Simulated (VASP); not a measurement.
# CuO (C2/c) in VASP: single point with PBEsol+U

Aim: the single point of CuO with PBEsol+U.

Program: VASP 6.6.1. These are calculated values, not measurements. Logs are shortened: lines on timing, memory, paths and dates and some standing lists are left out, and cuts for length are marked.

### 1 The cell of the first run

Symmetry: C2/c, No. 15, monoclinic system. Conventional cell: a = 4.683 Å, b = 3.421 Å, c = 5.129 Å, α = 90.00°, β = 99.57°, γ = 90.00°. Within 2.6 Å of Cu (site symmetry -1) lie 4 O at 1.95 to 1.96 Å. O (site symmetry 2) has 6 Cu at 1.95 to 2.78 Å and 6 O at 2.63 to 2.90 Å within 2.9 Å.

### 2 Single point, PBEsol+U, collinear spin

The input, INCAR:

```
SYSTEM = CuO
ALGO = Normal
EDIFF = 1E-7
ENCUT = 520
GGA = PS
ISIF = 2
ISMEAR = 0
ISPIN = 2
LASPH = .True.
LCHARG = .False.
LDAU = .True.
LDAUJ = 0 0
LDAUL = 2 -1
LDAUPRINT = 1
LDAUTYPE = 2
LDAUU = 5.8 0
LMAXMIX = 4
LORBIT = 11
LREAL = .False.
LWAVE = .False.
MAGMOM = 1 -1 0 0
NBANDS = 29
NELM = 150
PREC = Accurate
SIGMA = 0.05
```

The input, KPOINTS:

```
k-points
0
Gamma
  8 8 5
  0 0 0
```

The input, POSCAR:

```
CuO
1.0
    2.3416500000     -1.7104000000      0.0000000000
    2.3416500000      1.7104000000      0.0000000000
   -0.8525100000      0.0000000000      5.0580600000
Cu O
2 2
Direct
    0.0000000000      0.5000000000      0.0000000000
    0.5000000000      0.0000000000      0.5000000000
    0.5821000000      0.4179000000      0.2500000000
    0.4179000000      0.5821000000      0.7500000000
```

Potentials or basis: VASP PAW PBE potentials, release 64 (Cu, O).

Run with:

```console
$ cat potpaw_PBE.64/Cu/POTCAR potpaw_PBE.64/O/POTCAR > POTCAR
$ mpirun -np 1 vasp_std > vasp.out
```

OUTCAR:

```text
SYSTEM = CuO
   EDIFF = 1E-7
   ENCUT = 520
   GGA = PS
   ISIF = 2
   ISMEAR = 0
   ISPIN = 2
   LASPH = .True.
   LORBIT = 11
   LREAL = .False.
   NELM = 150
   PREC = Accurate

 ion  position               nearest neighbor table
   1  0.000  0.500  0.000-   3 1.95   4 1.95   4 1.96   3 1.96
   2  0.500  0.000  0.500-   4 1.95   3 1.95   4 1.96   3 1.96
   3  0.582  0.418  0.250-   2 1.95   1 1.95   2 1.96   1 1.96
   4  0.418  0.582  0.750-   1 1.95   2 1.95   2 1.96   1 1.96

  LATTYP: Found a base centered monoclinic cell.
 ALAT       =     4.6833000000
 B/A-ratio  =     0.7304251276
 C/A-ratio  =     1.0952533450
 COS(beta)  =    -0.1662007255

  Lattice vectors:

 A1 = (   2.3416500000,  -1.7104000000,   0.0000000000)
 A2 = (   2.3416500000,   1.7104000000,   0.0000000000)
 A3 = (  -0.8525100000,   0.0000000000,   5.0580600000)

Analysis of symmetry for initial positions (statically):
=====================================================================
 Subroutine PRICEL returns:
 Original cell was already a primitive cell.

 Routine SETGRP: Setting up the symmetry group for a
 base centered monoclinic supercell.

 Subroutine GETGRP returns: Found  4 space group operations
 (whereof  2 operations were pure point group operations)
 out of a pool of  4 trial point group operations.

The static configuration has the point symmetry S_2 .
 The point group associated with its full space group is C_2h.

Analysis of symmetry for dynamics (positions and initial velocities):
=====================================================================
 Subroutine PRICEL returns:
 Original cell was already a primitive cell.

 Routine SETGRP: Setting up the symmetry group for a
 base centered monoclinic supercell.

 Subroutine GETGRP returns: Found  4 space group operations
 (whereof  2 operations were pure point group operations)
 out of a pool of  4 trial point group operations.

The dynamic configuration has the point symmetry S_2 .
 The point group associated with its full space group is C_2h.

Analysis of structural, dynamic, and magnetic symmetry:
=====================================================================
 Subroutine PRICEL returns:
 Original cell was already a primitive cell.

 Routine SETGRP: Setting up the symmetry group for a
 base centered monoclinic supercell.

 Subroutine GETGRP returns: Found  4 space group operations
 (whereof  2 operations were pure point group operations)
 out of a pool of  4 trial point group operations.

The overall configuration has the point symmetry S_2 .
 The point group associated with its full space group is C_2h.

 Subroutine INISYM returns: Found  4 space group operations
 (whereof  2 operations are pure point group operations),
 and found     1 'primitive' translations

----------------------------------------------------------------------------------------

[... 149 lines left out ...]
  0.0073 -0.0004  0.9753  0.0001 -0.0012
 -0.0066 -0.0217  0.0001  1.0051 -0.0110
  0.0015  0.0073 -0.0012 -0.0110  0.9765

spin component  2

  0.9608 -0.0326  0.0085  0.0389 -0.0133
 -0.0326  0.7878  0.0023  0.2561 -0.0834
  0.0085  0.0023  0.9759 -0.0030 -0.0002
  0.0389  0.2561 -0.0030  0.6204  0.1153
 -0.0133 -0.0834 -0.0002  0.1153  0.9371

 occupancies and eigenvectors

  o =  0.3923  v =  0.0000  0.0000  0.0000  0.0000  0.0000 -0.0918 -0.5657  0.0075  0.7792 -0.2538      0.0000  0.0000  0.0000  0.0000  0.0000  0.0000  0.0000  0.0000  0.0000  0.0000
  o =  0.9603  v =  0.0000  0.0000  0.0000  0.0000  0.0000  0.8557  0.1499 -0.4516  0.1942 -0.0607      0.0000  0.0000  0.0000  0.0000  0.0000  0.0000  0.0000  0.0000  0.0000  0.0000
  o =  0.9621  v =  0.8524  0.1230 -0.4722  0.1808 -0.0513  0.0000  0.0000  0.0000  0.0000  0.0000      0.0000  0.0000  0.0000  0.0000  0.0000  0.0000  0.0000  0.0000  0.0000  0.0000
  o =  0.9724  v =  0.0471  0.2486  0.2329  0.4508  0.8238  0.0000  0.0000  0.0000  0.0000  0.0000      0.0000  0.0000  0.0000  0.0000  0.0000  0.0000  0.0000  0.0000  0.0000  0.0000
  o =  0.9735  v = -0.0920  0.7734  0.2185  0.3429 -0.4775  0.0000  0.0000  0.0000  0.0000  0.0000      0.0000  0.0000  0.0000  0.0000  0.0000  0.0000  0.0000  0.0000  0.0000  0.0000
  o =  0.9738  v =  0.0000  0.0000  0.0000  0.0000  0.0000  0.0426 -0.6584 -0.3418 -0.5790 -0.3355      0.0000  0.0000  0.0000  0.0000  0.0000  0.0000  0.0000  0.0000  0.0000  0.0000
  o =  0.9746  v =  0.0000  0.0000  0.0000  0.0000  0.0000  0.1343 -0.4324 -0.0122 -0.0077  0.8915      0.0000  0.0000  0.0000  0.0000  0.0000  0.0000  0.0000  0.0000  0.0000  0.0000
  o =  0.9800  v = -0.5005  0.2081 -0.8216  0.1111  0.1373  0.0000  0.0000  0.0000  0.0000  0.0000      0.0000  0.0000  0.0000  0.0000  0.0000  0.0000  0.0000  0.0000  0.0000  0.0000
  o =  0.9809  v =  0.0000  0.0000  0.0000  0.0000  0.0000 -0.4894  0.1923 -0.8240  0.1409  0.1569      0.0000  0.0000  0.0000  0.0000  0.0000  0.0000  0.0000  0.0000  0.0000  0.0000
  o =  1.0242  v =  0.1108  0.5307  0.0041 -0.7963  0.2681  0.0000  0.0000  0.0000  0.0000  0.0000      0.0000  0.0000  0.0000  0.0000  0.0000  0.0000  0.0000  0.0000  0.0000  0.0000

atom =   2  type =  1  l = 2

 onsite density matrix

spin component  1

  0.9608 -0.0326 -0.0085 -0.0389  0.0133
 -0.0326  0.7878 -0.0023 -0.2561  0.0834
 -0.0085 -0.0023  0.9759 -0.0030 -0.0002
 -0.0389 -0.2561 -0.0030  0.6204  0.1153
  0.0133  0.0834 -0.0002  0.1153  0.9371

spin component  2

  0.9675  0.0011 -0.0073  0.0066 -0.0015
  0.0011  0.9878  0.0004  0.0217 -0.0073
 -0.0073  0.0004  0.9753  0.0001 -0.0012
  0.0066  0.0217  0.0001  1.0051 -0.0110
 -0.0015 -0.0073 -0.0012 -0.0110  0.9765

 occupancies and eigenvectors

  o =  0.3923  v =  0.0918  0.5657  0.0075  0.7792 -0.2538  0.0000  0.0000  0.0000  0.0000  0.0000      0.0000  0.0000  0.0000  0.0000  0.0000  0.0000  0.0000  0.0000  0.0000  0.0000
  o =  0.9603  v =  0.8557  0.1499  0.4516 -0.1942  0.0607  0.0000  0.0000  0.0000  0.0000  0.0000      0.0000  0.0000  0.0000  0.0000  0.0000  0.0000  0.0000  0.0000  0.0000  0.0000
  o =  0.9621  v =  0.0000  0.0000  0.0000  0.0000  0.0000  0.8524  0.1230  0.4722 -0.1808  0.0513      0.0000  0.0000  0.0000  0.0000  0.0000  0.0000  0.0000  0.0000  0.0000  0.0000
  o =  0.9724  v =  0.0000  0.0000  0.0000  0.0000  0.0000 -0.0471 -0.2486  0.2329  0.4508  0.8238      0.0000  0.0000  0.0000  0.0000  0.0000  0.0000  0.0000  0.0000  0.0000  0.0000
  o =  0.9735  v =  0.0000  0.0000  0.0000  0.0000  0.0000  0.0920 -0.7734  0.2185  0.3429 -0.4775      0.0000  0.0000  0.0000  0.0000  0.0000  0.0000  0.0000  0.0000  0.0000  0.0000
  o =  0.9738  v = -0.0426  0.6584 -0.3418 -0.5790 -0.3355  0.0000  0.0000  0.0000  0.0000  0.0000      0.0000  0.0000  0.0000  0.0000  0.0000  0.0000  0.0000  0.0000  0.0000  0.0000
  o =  0.9746  v =  0.1343 -0.4324  0.0122  0.0077 -0.8915  0.0000  0.0000  0.0000  0.0000  0.0000      0.0000  0.0000  0.0000  0.0000  0.0000  0.0000  0.0000  0.0000  0.0000  0.0000
  o =  0.9800  v =  0.0000  0.0000  0.0000  0.0000  0.0000 -0.5005  0.2081  0.8216 -0.1111 -0.1373      0.0000  0.0000  0.0000  0.0000  0.0000  0.0000  0.0000  0.0000  0.0000  0.0000
  o =  0.9809  v =  0.4894 -0.1923 -0.8240  0.1409  0.1569  0.0000  0.0000  0.0000  0.0000  0.0000      0.0000  0.0000  0.0000  0.0000  0.0000  0.0000  0.0000  0.0000  0.0000  0.0000
  o =  1.0242  v =  0.0000  0.0000  0.0000  0.0000  0.0000 -0.1108 -0.5307  0.0041 -0.7963  0.2681      0.0000  0.0000  0.0000  0.0000  0.0000  0.0000  0.0000  0.0000  0.0000  0.0000

 number of electron      34.0000000 magnetization       0.0000000

 Free energy of the ion-electron system (eV)
  ---------------------------------------------------
  ext. energy  EPLUGINS =         0.00000000
  ---------------------------------------------------
  free energy    TOTEN  =       -18.15104209 eV

  energy without entropy =      -18.15104209  energy(sigma->0) =      -18.15104209

 E-fermi :   5.1072     XC(G=0): -12.1272

 val. band max:        4.8183496915   @ k =   0.0000   0.0000   0.0000
 cond. band min:       5.7716725831   @ k =   0.2500   0.0000   0.4000
 fundamental gap:      0.9533228915
 Fermi energy:         5.1071848497

 spin component 1

 k-point     1 :       0.0000    0.0000    0.0000
  band No.  band energies     occupation
      1     -14.1040      1.00000
      2     -12.6755      1.00000
      3      -3.1353      1.00000
      4      -2.2510      1.00000
      5      -0.5074      1.00000
      6      -0.1995      1.00000
[... 1529 lines left out ...]
     28      25.0028      0.00000
     29      26.5196      0.00000

 [... further k-points ...]

------------------------ aborting loop because EDIFF is reached ----------------------------------------

  FORCE on cell =-STRESS in cart. coord.  units (eV):
  Direction    XX          YY          ZZ          XY          YZ          ZX
  --------------------------------------------------------------------------------------
  -------------------------------------------------------------------------------------
  Total       -1.6103657     -1.0349239     -1.6472534      0.0000000      0.0000000      0.2183853
  in kB      -63.6797636    -40.9246843    -65.1384379      0.0000000      0.0000000      8.6357551
  external PRESSURE =     -56.5809619 kB  Pullay stress =       0.0000000 kB

 VOLUME and BASIS-vectors are now :
 -----------------------------------------------------------------------------
  energy-cutoff  :      520.00
  volume of cell :       40.52
      direct lattice vectors                 reciprocal lattice vectors
     2.341650000 -1.710400000  0.000000000     0.213524651 -0.292329280  0.035988482
     2.341650000  1.710400000  0.000000000     0.213524651  0.292329280  0.035988482
    -0.852510000  0.000000000  5.058060000     0.000000000  0.000000000  0.197704258

 POSITION                                       TOTAL-FORCE (eV/Angst)
 -----------------------------------------------------------------------------------
      1.17083      0.85520      0.00000        -0.000000      0.000000      0.000000
      0.74457     -0.85520      2.52903        -0.000000     -0.000000      0.000000
      2.12852     -0.28085      1.26452         0.000000      0.120742     -0.000000
      1.70227      0.28085      3.79354        -0.000000     -0.120742      0.000000
 -----------------------------------------------------------------------------------
    total drift:                               -0.000000      0.000000     -0.000000

  FREE ENERGIE OF THE ION-ELECTRON SYSTEM (eV)
  ---------------------------------------------------
  free  energy   TOTEN  =       -18.1510420913 eV

  energy  without entropy=      -18.1510420913  energy(sigma->0) =      -18.15104209

 total charge

# of ion       s       p       d       tot
------------------------------------------
    1        0.379   0.396   9.172   9.947
    2        0.379   0.396   9.172   9.947
    3        1.554   3.414   0.000   4.968
    4        1.554   3.414   0.000   4.968
--------------------------------------------------
tot          3.865   7.619  18.345  29.829

 magnetization (x)

# of ion       s       p       d       tot
------------------------------------------
    1       -0.006  -0.007   0.630   0.618
    2        0.006   0.007  -0.630  -0.618
    3        0.000   0.000   0.000   0.000
    4        0.000   0.000   0.000   0.000
--------------------------------------------------
tot          0.000   0.000   0.000   0.000
```

It took 86 s on 1 thread of Intel Xeon 6975P-C (Granite Rapids), shared host; peak memory 0.28 GiB.

What came out:

```yaml
Free_energy: -18.1510 eV
Pressure: -5.7 GPa
Largest_force: 0.121 eV/Å
Band_gap_on_the_k_mesh: 0.95 eV (least direct gap 1.22 eV)
Net_moment: 0.00 μB per cell
Site_moments: Cu +0.62, -0.62; O +0.00 μB
Valence_electrons_inside_the_program's_atomic_spheres: Cu 9.95; O 4.97
```

Forces in eV/Å, atoms in the order of the input:
```
Cu   0.000  0.000  0.000
Cu   0.000  0.000  0.000
O    0.000  0.121  0.000
O    0.000 -0.121  0.000
```

Stress tensor (GPa, compression positive):
```
-6.37  0.00  0.86
 0.00 -4.09  0.00
 0.86  0.00 -6.51
```

Levels at points of the mesh, in eV from the valence-band top:
Spin up:
```
           k point  band 15  band 16  band 17  band 18  band 19  band 20
(0.00, 0.00, 0.00)    -1.99    -1.65     0.00     2.07     2.22     6.72
(0.50, 0.00, 0.00)    -2.24    -1.47    -0.58     1.98     5.45     7.06
(0.50, 0.50, 0.00)    -2.43    -1.92    -1.03     2.13     4.03     7.58
```
Spin down:
```
           k point  band 14  band 15  band 16  band 17  band 18  band 19  band 20  band 21
(0.00, 0.00, 0.00)    -2.16    -1.99    -1.65     0.00     2.07     2.22     6.72     8.72
(0.50, 0.00, 0.00)    -2.91    -2.48    -1.50    -0.34     1.74     5.57     7.00     7.71
(0.50, 0.50, 0.00)    -2.89    -2.43    -1.92    -1.03     2.13     4.03     7.58     9.24
```

Eigenvalues of the final occupation matrices:
```csv
site,spin,trace,eigenvalues
site 1 d,1,4.91,0.96 0.97 0.97 0.98 1.02
site 1 d,2,4.28,0.39 0.96 0.97 0.97 0.98
site 2 d,1,4.28,0.39 0.96 0.97 0.97 0.98
site 2 d,2,4.91,0.96 0.97 0.97 0.98 1.02
```

Caveat: the cell stands under tension; the PAW data sets were made with another functional, which shifts forces and pressure a little; an odd mesh through Γ misses points on the zone boundary, where band edges can lie.
